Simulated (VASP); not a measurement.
# TaN (P-6m2) in VASP: notebook

Runs on TaN. Level: LDA. Tasks: electric field gradients.

Everything below comes from runs of VASP 6.6.1. Logs are shortened: lines on timing, memory, paths and dates and some standing lists are left out, and cuts for length are marked.

## (1) The cell of the first run

The structure is hexagonal, space group P-6m2 (No. 187). The conventional cell has a = 2.898 Å, b = 2.898 Å, c = 2.844 Å, α = 90.00°, β = 90.00°, γ = 120.00°. Ta (site symmetry -6m2) has 6 N at 2.20 Å and 8 Ta at 2.84 to 2.90 Å within 2.9 Å. N (site symmetry -6m2) has 6 Ta at 2.20 Å and 8 N at 2.84 to 2.90 Å within 2.9 Å.

## (2) Electric field gradients, LDA (volume scaled by 0.96)

The input, INCAR:

```
SYSTEM = TaN
  PREC = Accurate
  ENCUT = 520
  EDIFF = 1E-8
  ISMEAR = -1
  SIGMA = 0.02
  LREAL = .FALSE.
  LASPH = .TRUE.
  NELM = 100
  ALGO = Normal
  ISIF = 2
  LWAVE = .FALSE.
  LCHARG = .FALSE.
  LEFG = .TRUE.
  NBANDS = 15
```

The input, KPOINTS:

```
regular mesh
0
G
  12 12 10
  0 0 0
```

The input, POSCAR:

```
TaN
1.0
    2.8982913036      0.0000000000      0.0000000000
   -1.4491456518      2.5099938965      0.0000000000
    0.0000000000      0.0000000000      2.8440357641
Ta N
1 1
Direct
    0.3333333333      0.6666666667      0.5000000000
    0.0000000000      0.0000000000      0.0000000000
```

Potentials or basis: VASP PAW LDA potentials, release 64 (Ta_pv, N).

Run with:

```bash
$ cat potpaw_LDA.64/Ta_pv/POTCAR potpaw_LDA.64/N/POTCAR > POTCAR
$ mpirun -np 1 vasp_std > vasp.out
```

OUTCAR:

```text
SYSTEM = TaN
   PREC = Accurate
   ENCUT = 520
   EDIFF = 1E-8
   ISMEAR = -1
   LREAL = .FALSE.
   LASPH = .TRUE.
   NELM = 100
   ISIF = 2

 ion  position               nearest neighbor table
   1  0.333  0.667  0.500-   2 2.20   2 2.20   2 2.20   2 2.20   2 2.20   2 2.20
   2  0.000  0.000  0.000-   1 2.20   1 2.20   1 2.20   1 2.20   1 2.20   1 2.20

  LATTYP: Found a hexagonal cell.
 ALAT       =     2.8982913036
 C/A-ratio  =     0.9812801634

  Lattice vectors:

 A1 = (   2.8982913036,   0.0000000000,   0.0000000000)
 A2 = (  -1.4491456518,   2.5099938965,   0.0000000000)
 A3 = (   0.0000000000,   0.0000000000,   2.8440357641)

Analysis of symmetry for initial positions (statically):
=====================================================================
 Subroutine PRICEL returns:
 Original cell was already a primitive cell.

 Routine SETGRP: Setting up the symmetry group for a
 hexagonal supercell.

 Subroutine GETGRP returns: Found 12 space group operations
 (whereof 12 operations were pure point group operations)
 out of a pool of 24 trial point group operations.

The static configuration has the point symmetry D_3h.

Analysis of symmetry for dynamics (positions and initial velocities):
=====================================================================
 Subroutine PRICEL returns:
 Original cell was already a primitive cell.

 Routine SETGRP: Setting up the symmetry group for a
 hexagonal supercell.

 Subroutine GETGRP returns: Found 12 space group operations
 (whereof 12 operations were pure point group operations)
 out of a pool of 24 trial point group operations.

The dynamic configuration has the point symmetry D_3h.

 Subroutine INISYM returns: Found 12 space group operations
 (whereof 12 operations are pure point group operations),
 and found     1 'primitive' translations

----------------------------------------------------------------------------------------

                                     Primitive cell

  volume of cell :      20.6895

  direct lattice vectors                    reciprocal lattice vectors
     2.898291304  0.000000000  0.000000000     0.345030880  0.199203672  0.000000000
    -1.449145652  2.509993897  0.000000000     0.000000000  0.398407343  0.000000000
     0.000000000  0.000000000  2.844035764     0.000000000  0.000000000  0.351613019

  length of vectors
     2.898291304  2.898291304  2.844035764     0.398407343  0.398407343  0.351613019
[... 137 lines left out ...]
  band No.  band energies     occupation
      1     -25.9675      2.00000
      2     -25.6779      2.00000
      3     -25.6779      2.00000
      4      -9.2986      2.00000
      5       3.8227      2.00000
      6       3.8227      2.00000
      7       4.1567      2.00000
      8       5.6306      2.00000
      9      11.2292      0.00000
     10      12.3223      0.00000
     11      12.3223      0.00000
     12      12.7197      0.00000
     13      12.7197      0.00000
     14      21.0841      0.00000
[... 401 lines left out ...]
      2     -25.9382      2.00000
      3     -25.8735      2.00000
      4      -7.3956      2.00000
      5       0.8045      2.00000
      6       3.3711      2.00000
      7       4.8190      2.00000
      8       5.7475      2.00000
      9      11.3558      0.00000
     10      11.6362      0.00000
     11      13.3845      0.00000
     12      13.8160      0.00000
     13      16.1233      0.00000
     14      21.0941      0.00000
     15      22.1440      0.00000

 [... further k-points ...]

------------------------ aborting loop because EDIFF is reached ----------------------------------------

  FORCE on cell =-STRESS in cart. coord.  units (eV):
  Direction    XX          YY          ZZ          XY          YZ          ZX
  --------------------------------------------------------------------------------------
  -------------------------------------------------------------------------------------
  Total        0.6697013      0.6697013      0.7272525      0.0000000      0.0000000      0.0000000
  in kB       51.8611260     51.8611260     56.3178511      0.0000000      0.0000000      0.0000000
  external PRESSURE =      53.3467010 kB  Pullay stress =       0.0000000 kB

 VOLUME and BASIS-vectors are now :
 -----------------------------------------------------------------------------
  energy-cutoff  :      520.00
  volume of cell :       20.69
      direct lattice vectors                 reciprocal lattice vectors
     2.898291304  0.000000000  0.000000000     0.345030880  0.199203672  0.000000000
    -1.449145652  2.509993897  0.000000000     0.000000000  0.398407343  0.000000000
     0.000000000  0.000000000  2.844035764     0.000000000  0.000000000  0.351613019

 POSITION                                       TOTAL-FORCE (eV/Angst)
 -----------------------------------------------------------------------------------
     -0.00000      1.67333      1.42202         0.000000      0.000000      0.000000
      0.00000      0.00000      0.00000        -0.000000      0.000000      0.000000
 -----------------------------------------------------------------------------------
    total drift:                                0.000000     -0.000000     -0.000000

  FREE ENERGIE OF THE ION-ELECTRON SYSTEM (eV)
  ---------------------------------------------------
  free  energy   TOTEN  =       -24.7137005371 eV

  energy  without entropy=      -24.7136010926  energy(sigma->0) =      -24.71365081

 Electric field gradients (V/A^2)
---------------------------------------------------------------------
 ion       V_xx      V_yy      V_zz      V_xy      V_xz      V_yz
---------------------------------------------------------------------
   1      -6.070    -6.070    12.140     0.000     0.000    -0.000
   2       0.318     0.317    -0.635    -0.001    -0.000     0.000
---------------------------------------------------------------------

 Electric field gradients after diagonalization (V/A^2)
 (convention: |V_zz| > |V_xx| > |V_yy|)
----------------------------------------------------------------------
 ion       V_xx      V_yy      V_zz     asymmetry (V_yy - V_xx)/ V_zz
----------------------------------------------------------------------
   1      -6.070    -6.070    12.140       0.000
   2       0.318     0.317    -0.635       0.002
----------------------------------------------------------------------

           NMR quadrupolar parameters

 Cq : quadrupolar parameter    Cq=e*Q*V_zz/h
 eta: asymmetry parameters     (V_yy - V_xx)/ V_zz
 Q  : nuclear electric quadrupole moment in mb (millibarn)
----------------------------------------------------------------------
 ion       Cq(MHz)       eta       Q (mb)
----------------------------------------------------------------------
   1       0.029       0.000       1.000
   2      -0.002       0.002       1.000
----------------------------------------------------------------------
```

Wall time 24 s (1 thread of Intel Xeon 6975P-C, shared host); peak memory 0.16 GiB.

Results:

```yaml
Free_energy: -24.7137 eV
Pressure: 5.3 GPa
Band_gap_on_the_k_mesh: zero (band 8 reaches 8.94 eV, above the bottom of band 9 at 8.42 eV)
```

Stress tensor (GPa, compression positive):
```
5.19 0.00 0.00
0.00 5.19 0.00
0.00 0.00 5.63
```

Electric field gradients, principal values (V/Å²):
| atom | least | middle | greatest (by size) |
| --- | --- | --- | --- |
| 1 Ta | -6.070 | -6.070 | 12.140 |
| 2 N | 0.317 | 0.318 | -0.635 |

Caveat: without QUAD_EFG the Cq values of the log hold for a quadrupole moment of 1 mb, not for the nuclei; spin-orbit coupling is left out, which moves the levels of the heavy elements.

## (3) Electric field gradients, LDA (volume scaled by 0.96)

The input, INCAR:

```
SYSTEM = TaN
PREC     = Accurate       ! precision mode
ENCUT    = 520            ! plane-wave cutoff, eV
EDIFF    = 1E-8           ! SCF threshold, eV
ISMEAR   = -1             ! smearing method
SIGMA    = 0.02           ! smearing width, eV
LREAL    = .False.        ! projectors in reciprocal space
LASPH    = .True.         ! aspherical terms in the spheres
NELM     = 80             ! most SCF steps
ALGO     = Normal         ! electronic algorithm
ISIF     = 2              ! what is computed and relaxed
LWAVE    = .False.        ! write WAVECAR
LCHARG   = .False.        ! write CHGCAR
GGA      = CA             ! functional
LEFG     = .True.       
NBANDS   = 15             ! bands
```

The input, KPOINTS:

```
Automatic mesh
0
Gamma
  12 12 10
  0 0 0
```

POSCAR is that of step 2.

Potentials or basis: VASP PAW LDA potentials, release 64 (Ta_pv, N).

Run with:

```bash
$ cat potpaw_LDA.64/Ta_pv/POTCAR potpaw_LDA.64/N/POTCAR > POTCAR
$ mpirun -np 1 vasp_std > vasp.out
```

OUTCAR:

```text
SYSTEM = TaN
   PREC = Accurate
   ENCUT = 520
   EDIFF = 1E-8
   ISMEAR = -1
   LREAL = .False.
   LASPH = .True.
   NELM = 80
   ISIF = 2
   GGA = CA

 ion  position               nearest neighbor table
   1  0.333  0.667  0.500-   2 2.20   2 2.20   2 2.20   2 2.20   2 2.20   2 2.20
   2  0.000  0.000  0.000-   1 2.20   1 2.20   1 2.20   1 2.20   1 2.20   1 2.20

  LATTYP: Found a hexagonal cell.
 ALAT       =     2.8982913036
 C/A-ratio  =     0.9812801634

  Lattice vectors:

 A1 = (   2.8982913036,   0.0000000000,   0.0000000000)
 A2 = (  -1.4491456518,   2.5099938965,   0.0000000000)
[... 645 lines left out ...]
  free  energy   TOTEN  =       -24.7137005371 eV

  energy  without entropy=      -24.7136010926  energy(sigma->0) =      -24.71365081

 Electric field gradients (V/A^2)
---------------------------------------------------------------------
 ion       V_xx      V_yy      V_zz      V_xy      V_xz      V_yz
---------------------------------------------------------------------
   1      -6.070    -6.070    12.140     0.000     0.000    -0.000
   2       0.318     0.317    -0.635    -0.001    -0.000     0.000
---------------------------------------------------------------------

 Electric field gradients after diagonalization (V/A^2)
 (convention: |V_zz| > |V_xx| > |V_yy|)
----------------------------------------------------------------------
 ion       V_xx      V_yy      V_zz     asymmetry (V_yy - V_xx)/ V_zz
----------------------------------------------------------------------
   1      -6.070    -6.070    12.140       0.000
   2       0.318     0.317    -0.635       0.002
----------------------------------------------------------------------

           NMR quadrupolar parameters

 Cq : quadrupolar parameter    Cq=e*Q*V_zz/h
 eta: asymmetry parameters     (V_yy - V_xx)/ V_zz
 Q  : nuclear electric quadrupole moment in mb (millibarn)
----------------------------------------------------------------------
 ion       Cq(MHz)       eta       Q (mb)
----------------------------------------------------------------------
   1       0.029       0.000       1.000
   2      -0.002       0.002       1.000
----------------------------------------------------------------------
```

Run time: 26 s. Hardware: 1 thread of Intel Xeon 6975P-C, shared host; peak memory 0.16 GiB.

What came out:

| Quantity | Value |
| --- | --- |
| Free energy | -24.7137 eV |
| Pressure | 5.3 GPa |
| Band gap on the k mesh | zero (band 8 reaches 8.94 eV, above the bottom of band 9 at 8.42 eV) |

Stress tensor (GPa, compression positive):
```
5.19 0.00 0.00
0.00 5.19 0.00
0.00 0.00 5.63
```

Electric field gradients, principal values (V/Å²):
```
atom   least  middle  greatest (by size)
1 Ta  -6.070  -6.070              12.140
 2 N   0.317   0.318              -0.635
```

Caveat: without QUAD_EFG the Cq values of the log hold for a quadrupole moment of 1 mb, not for the nuclei; spin-orbit coupling is left out, which moves the levels of the heavy elements.
